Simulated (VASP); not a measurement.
# La (P6/mmm) in VASP: further runs

La is run at these levels: BLYP; tasks: single point.

Program: VASP 6.6.1. These are calculated values, not measurements. Logs are shortened: lines on timing, memory, paths and dates and some standing lists are left out, and cuts for length are marked.

### Step 1. The cell of the first run

The structure is hexagonal, space group P6/mmm (No. 191). Conventional cell: a = 6.247 Å, b = 6.247 Å, c = 3.839 Å, α = 90.00°, β = 90.00°, γ = 120.00°. La (site symmetry 6/mmm) has 14 La at 3.84 to 4.09 Å within 5.0 Å. Within 4.7 Å of La (site symmetry -6m2) lie 11 La at 3.61 to 4.09 Å.

### Step 2. Single point, BLYP (volume scaled by 1.08)

INCAR

```
SYSTEM = La
PREC     = Accurate       ! precision mode
ENCUT    = 520            ! plane-wave cutoff, eV
EDIFF    = 1E-6           ! SCF threshold, eV
ISMEAR   = -1             ! smearing method
SIGMA    = 0.1            ! smearing width, eV
LREAL    = .FALSE.        ! projectors in reciprocal space
LASPH    = .TRUE.         ! aspherical terms in the spheres
NELM     = 60             ! most SCF steps
ALGO     = Normal         ! electronic algorithm
ISIF     = 2              ! what is computed and relaxed
LWAVE    = .FALSE.        ! write WAVECAR
LCHARG   = .FALSE.        ! write CHGCAR
GGA      = B5             ! functional
ALDAX    = 1.0          
AGGAX    = 1.0          
AGGAC    = 1.0          
ALDAC    = 0.0          
NBANDS   = 24             ! bands
```

KPOINTS

```
regular mesh
0
G
  7 7 10
  0 0 0
```

POSCAR

```
La
1.0
    6.2467365413      0.0000000000      0.0000000000
   -3.1233682707      5.4098325355      0.0000000000
    0.0000000000      0.0000000000      3.8387818489
La
3
Direct
    0.0000000000      1.0000000000      0.0000000000
    0.3333333333      0.6666666667      0.5000000000
    0.6666666667      0.3333333333      0.5000000000
```

Potentials or basis: VASP PAW PBE potentials, release 64 (La).

Run with:

```sh
$ cat potpaw_PBE.64/La/POTCAR > POTCAR
$ mpirun -np 1 vasp_std > vasp.out
```

OUTCAR:

```text
SYSTEM = La
   PREC = Accurate
   ENCUT = 520
   EDIFF = 1E-6
   ISMEAR = -1
   LREAL = .FALSE.
   LASPH = .TRUE.
   NELM = 60
   ISIF = 2
   GGA = B5

 ion  position               nearest neighbor table
   1  0.000  0.000  0.000-
   2  0.333  0.667  0.500-   3 3.61   3 3.61   3 3.61
   3  0.667  0.333  0.500-   2 3.61   2 3.61   2 3.61

  LATTYP: Found a hexagonal cell.
 ALAT       =     6.2467365413
 C/A-ratio  =     0.6145259726

  Lattice vectors:

 A1 = (   6.2467365413,   0.0000000000,   0.0000000000)
 A2 = (  -3.1233682707,   5.4098325355,   0.0000000000)
 A3 = (   0.0000000000,   0.0000000000,   3.8387818489)

Analysis of symmetry for initial positions (statically):
=====================================================================
 Subroutine PRICEL returns:
 Original cell was already a primitive cell.

 Routine SETGRP: Setting up the symmetry group for a
 hexagonal supercell.

 Subroutine GETGRP returns: Found 24 space group operations
 (whereof 24 operations were pure point group operations)
 out of a pool of 24 trial point group operations.

The static configuration has the point symmetry D_6h.

Analysis of symmetry for dynamics (positions and initial velocities):
=====================================================================
 Subroutine PRICEL returns:
 Original cell was already a primitive cell.

 Routine SETGRP: Setting up the symmetry group for a
 hexagonal supercell.

 Subroutine GETGRP returns: Found 24 space group operations
 (whereof 24 operations were pure point group operations)
 out of a pool of 24 trial point group operations.

The dynamic configuration has the point symmetry D_6h.

 Subroutine INISYM returns: Found 24 space group operations
 (whereof 24 operations are pure point group operations),
 and found     1 'primitive' translations

----------------------------------------------------------------------------------------

                                     Primitive cell

  volume of cell :     129.7270

  direct lattice vectors                    reciprocal lattice vectors
     6.246736541  0.000000000  0.000000000     0.160083588  0.092424303  0.000000000
    -3.123368271  5.409832535  0.000000000     0.000000000  0.184848605  0.000000000
     0.000000000  0.000000000  3.838781849     0.000000000  0.000000000  0.260499304

  length of vectors
     6.246736541  6.246736541  3.838781849     0.184848605  0.184848605  0.260499304

  position of ions in fractional coordinates (direct lattice)
     0.000000000  0.000000000  0.000000000
     0.333333333  0.666666667  0.500000000
     0.666666667  0.333333333  0.500000000

  ion indices of the primitive-cell ions
   primitive index   ion index
                 1           1
                 2           2
                 3           3

----------------------------------------------------------------------------------------

 KPOINTS: regular mesh

Automatic generation of k-mesh.
 Grid dimensions read from file:
 generate k-points for:    7    7   10

 Generating k-lattice:

  Cartesian coordinates                     Fractional coordinates (reciprocal lattice)
     0.022869084  0.013203472  0.000000000     0.142857143  0.000000000  0.000000000
     0.000000000  0.026406944  0.000000000     0.000000000  0.142857143  0.000000000
     0.000000000  0.000000000  0.026049930     0.000000000  0.000000000  0.100000000

  Length of vectors
     0.026406944  0.026406944  0.026049930

  Shift w.r.t. Gamma in fractional coordinates (k-lattice)
     0.000000000  0.000000000  0.000000000

 Subroutine IBZKPT returns following result:
 ===========================================

 Found     48 irreducible k-points:

 Following reciprocal coordinates:
            Coordinates               Weight
  0.000000  0.000000  0.000000      1.000000
  0.142857  0.000000  0.000000      6.000000
  0.285714  0.000000  0.000000      6.000000
  0.428571  0.000000  0.000000      6.000000
  0.142857  0.142857  0.000000      6.000000
  0.285714  0.142857  0.000000     12.000000
[... 16 lines left out ...]
  0.428571  0.142857  0.200000     12.000000
  0.285714  0.285714  0.200000     12.000000
 [... further k-points ...]
   k-points           NKPTS =     48   k-points in BZ     NKDIM =     48   number of bands    NBANDS=     24
   number of dos      NEDOS =    301   number of ions     NIONS =      3
   total plane-waves  NPLWV =  69120
   dimension x,y,z NGX =    48 NGY =   48 NGZ =   30
   dimension x,y,z NGXF=    96 NGYF=   96 NGZF=   60
   ions per type =               3
   NGX,Y,Z   is equivalent  to a cutoff of  12.77, 12.77, 12.99 a.u.
   NGXF,Y,Z  is equivalent  to a cutoff of  25.55, 25.55, 25.98 a.u.
 SYSTEM =  La
   PREC   = accura    normal or accurate (medium, high low for compatibility)
   ISTART =      0    job   : 0-new  1-cont  2-samecut
   ICHARG =      2    charge: 1-file 2-atom 10-const
   ISPIN  =      1    spin polarized calculation?
   LNONCOLLINEAR =      F non collinear calculations
   LSORBIT =      F    spin-orbit coupling
   LASPH  =      T    aspherical Exc in radial PAW
   ENCUT  =  520.0 eV  38.22 Ry    6.18 a.u.  11.61 11.61  7.14*2*pi/ulx,y,z
   NELM   =     60;   NELMIN=  2; NELMDL= -5     # of ELM steps
   EDIFF  = 0.1E-05   stopping-criterion for ELM
   LREAL  =      F    real-space projection
   EDIFFG = 0.1E-04   stopping-criterion for IOM
   NSW    =      0    number of steps for IOM
   IBRION =     -1    ionic relax: 0-MD 1-quasi-New 2-CG
   NFREE  =      0    steps in history (QN), initial steepest desc. (CG)
   ISIF   =      2    stress and relaxation
   ISYM   =      2    0-nonsym 1-usesym 2-fastsym
   POTIM  = 0.5000    time-step for ionic-motion
   TEBEG  =    0.0;   TEEND  =   0.0 temperature during run
   PSTRESS=    0.0 pullay stress
   NELECT =      33.0000    total number of electrons
   NUPDOWN=      -1.0000    fix difference up-down
   EMIN   =  10.00;   EMAX   =-10.00  energy-range for DOS
   EFERMI =   0.00;   METHOD = LEGACY
   ISMEAR =    -1;   SIGMA  =   0.10  broadening in eV -4-tet -1-fermi 0-gaus
   EFERMI_NEDOS =   21; number of points for ismear=-14 and -15
   IALGO  =     38    algorithm
   IMIX   =      4    mixing-type and parameters
     AMIX     =   0.40;   BMIX     =  1.00
     AMIX_MAG =   1.60;   BMIX_MAG =  1.00
  volume/ion in A,a.u.               =      43.24       291.81
  Fermi-wavevector in a.u.,A,eV,Ry     =   1.037296  1.960205 14.639635  1.075983
  Thomas-Fermi vector in A             =   2.171727
   LORBIT       =      0    0 simple, 1 ext, 2 COOP (PROOUT), +10 PAW based schemes
   GGA     = B5    functional components
   LHFCALC =     F    Hartree Fock is set to
   AEXX    =    0.0000 exact exchange contribution
   IVDW    =     0    specifies the selected vdW correction
   LEPSILON=     F    determine dielectric tensor
   LRPA    =     F    only Hartree local field effects (RPA)
 non-spin polarized calculation
  energy-cutoff  :      520.00
  volume of cell :      129.73
 maximum number of plane-waves:      3525
 NGX is ok and might be reduce to    48
   NGX = 23   NGY = 23   NGZ = 15

 number of electron      32.9999996 magnetization

 Free energy of the ion-electron system (eV)
  ---------------------------------------------------
  ext. energy  EPLUGINS =         0.00000000
  ---------------------------------------------------
  free energy    TOTEN  =       -11.78806145 eV

  energy without entropy =      -11.59083836  energy(sigma->0) =      -11.68944990

 E-fermi :   6.9637     XC(G=0):  -8.4220

 val. band max:        6.9559558465   @ k =   0.2857   0.2857   0.5000
 cond. band min:       6.9719304110   @ k =   0.0000   0.0000   0.5000
 fundamental gap:      0.0159745646
 Fermi energy:         6.9636645091

 k-point     1 :       0.0000    0.0000    0.0000
  band No.  band energies     occupation
      1     -26.1679      2.00000
      2     -26.0657      2.00000
      3     -25.9919      2.00000
      4     -10.1078      2.00000
      5     -10.1078      2.00000
      6      -9.9162      2.00000
[... 16 lines left out ...]
     23       8.2043      0.00001
     24       8.3203      0.00000

 k-point     2 :       0.1429    0.0000    0.0000
  band No.  band energies     occupation
      1     -26.1599      2.00000
      2     -26.0676      2.00000
      3     -25.9984      2.00000
      4     -10.1664      2.00000
      5     -10.1325      2.00000
      6      -9.8466      2.00000
[... 16 lines left out ...]
     23       8.1944      0.00001
     24       8.3178      0.00000

 k-point     3 :       0.2857    0.0000    0.0000
  band No.  band energies     occupation
      1     -26.1381      2.00000
      2     -26.0729      2.00000
      3     -26.0156      2.00000
      4     -10.2464      2.00000
      5     -10.1129      2.00000
      6      -9.7378      2.00000
[... 16 lines left out ...]
     23       8.1841      0.00001
     24       8.3146      0.00000

 k-point     4 :       0.4286    0.0000    0.0000
  band No.  band energies     occupation
      1     -26.1100      2.00000
      2     -26.0836      2.00000
      3     -26.0336      2.00000
      4     -10.2928      2.00000
      5     -10.0088      2.00000
      6      -9.8092      2.00000
[... 16 lines left out ...]
     23       8.2485      0.00001
     24       8.3058      0.00000

 k-point     5 :       0.1429    0.1429    0.0000
  band No.  band energies     occupation
      1     -26.1450      2.00000
      2     -26.0710      2.00000
      3     -26.0105      2.00000
      4     -10.2069      2.00000
      5     -10.1514      2.00000
      6      -9.7551      2.00000
[... 451 lines left out ...]
 k-point    22 :       0.2857    0.1429    0.2000
  band No.  band energies     occupation
      1     -26.0996      2.00000
      2     -26.0644      2.00000
      3     -26.0146      2.00000
      4     -10.2053      2.00000
      5     -10.0565      2.00000
      6      -9.8374      2.00000
[... 16 lines left out ...]
     23       8.0829      0.00003
     24       8.1794      0.00001

 k-point    23 :       0.4286    0.1429    0.2000
  band No.  band energies     occupation
      1     -26.0827      2.00000
      2     -26.0684      2.00000
      3     -26.0278      2.00000
      4     -10.2202      2.00000
      5      -9.9929      2.00000
      6      -9.9087      2.00000
[... 16 lines left out ...]
     23       8.0554      0.00004
     24       8.2377      0.00001

 k-point    24 :       0.2857    0.2857    0.2000
  band No.  band energies     occupation
      1     -26.0832      2.00000
      2     -26.0600      2.00000
      3     -26.0358      2.00000
      4     -10.2004      2.00000
      5     -10.0086      2.00000
      6      -9.9133      2.00000
[... 16 lines left out ...]
     23       8.0631      0.00003
     24       8.2561      0.00000

 [... further k-points ...]
[... 5 lines left out ...]
  --------------------------------------------------------------------------------------
  -------------------------------------------------------------------------------------
  Total       -1.5040476     -1.5040476     -1.3291181      0.0000000      0.0000000     -0.0000000
  in kB      -18.5755519    -18.5755519    -16.4151064      0.0000000      0.0000000     -0.0000000
  external PRESSURE =     -17.8554034 kB  Pullay stress =       0.0000000 kB

 VOLUME and BASIS-vectors are now :
 -----------------------------------------------------------------------------
  energy-cutoff  :      520.00
  volume of cell :      129.73
      direct lattice vectors                 reciprocal lattice vectors
     6.246736541  0.000000000  0.000000000     0.160083588  0.092424303  0.000000000
    -3.123368271  5.409832535  0.000000000     0.000000000  0.184848605  0.000000000
     0.000000000  0.000000000  3.838781849     0.000000000  0.000000000  0.260499304

 POSITION                                       TOTAL-FORCE (eV/Angst)
 -----------------------------------------------------------------------------------
      0.00000      0.00000      0.00000        -0.000000     -0.000000      0.000000
     -0.00000      3.60656      1.91939        -0.000000      0.000000      0.000000
      3.12337      1.80328      1.91939         0.000000     -0.000000      0.000000
 -----------------------------------------------------------------------------------
    total drift:                               -0.000000      0.000000     -0.000000

  FREE ENERGIE OF THE ION-ELECTRON SYSTEM (eV)
  ---------------------------------------------------
  free  energy   TOTEN  =       -11.7880614480 eV

  energy  without entropy=      -11.5908383571  energy(sigma->0) =      -11.68944990
```

Run time: 5.9 min. Hardware: 1 thread of Oxide Virtual Turin-like, shared host; peak memory 0.29 GiB.

Results:

```
Free energy : -11.7881 eV
Pressure    : -1.8 GPa
```

Caveat: the PAW data sets were made with another functional, which shifts forces and pressure a little; spin-orbit coupling is left out, which moves the levels of the heavy elements.

### Step 3. Single point, BLYP (volume scaled by 1.12)

INCAR

```
AGGAC = 1.0
AGGAX = 1.0
ALDAC = 0.0
ALDAX = 1.0
ALGO = Normal
EDIFF = 1E-6
ENCUT = 520
GGA = B5
ISIF = 2
ISMEAR = -1
LASPH = T
LCHARG = F
LREAL = F
LWAVE = F
NBANDS = 24
NELM = 60
PREC = Accurate
SIGMA = 0.1
```

KPOINTS

```
k-points
0
Gamma
  7 7 10
```

POSCAR

```
La
1.0
    6.3229237639      0.0000000000      0.0000000000
   -3.1614618819      5.4758126057      0.0000000000
    0.0000000000      0.0000000000      3.8856008759
La
3
Direct
    0.0000000000      1.0000000000      0.0000000000
    0.3333333333      0.6666666667      0.5000000000
    0.6666666667      0.3333333333      0.5000000000
```

Potentials or basis: VASP PAW PBE potentials, release 64 (La).

Run with:

```sh
$ cat potpaw_PBE.64/La/POTCAR > POTCAR
$ mpirun -np 1 vasp_std > vasp.out
```

Run time: 6.1 min. Hardware: 1 thread of Oxide Virtual Turin-like, shared host; peak memory 0.29 GiB.

It converged, with:

| Property | Result |
| --- | --- |
| Free energy | -11.7241 eV |
| Pressure | -2.5 GPa |

Stress tensor (GPa, compression positive):
```
-2.55  0.00  0.00
 0.00 -2.55  0.00
 0.00  0.00 -2.28
```

Levels at points of the mesh, in eV from the Fermi level:
```
           k point  band 14  band 15  band 16  band 17  band 18  band 19  band 20  band 21
(0.00, 0.00, 0.00)    -1.06     0.25     0.38     0.38     0.41     0.41     0.81     1.06
(0.00, 0.00, 0.50)    -1.16    -0.77    -0.68    -0.68    -0.05     0.91     0.91     1.18
```

Caveat: the PAW data sets were made with another functional, which shifts forces and pressure a little; spin-orbit coupling is left out, which moves the levels of the heavy elements.
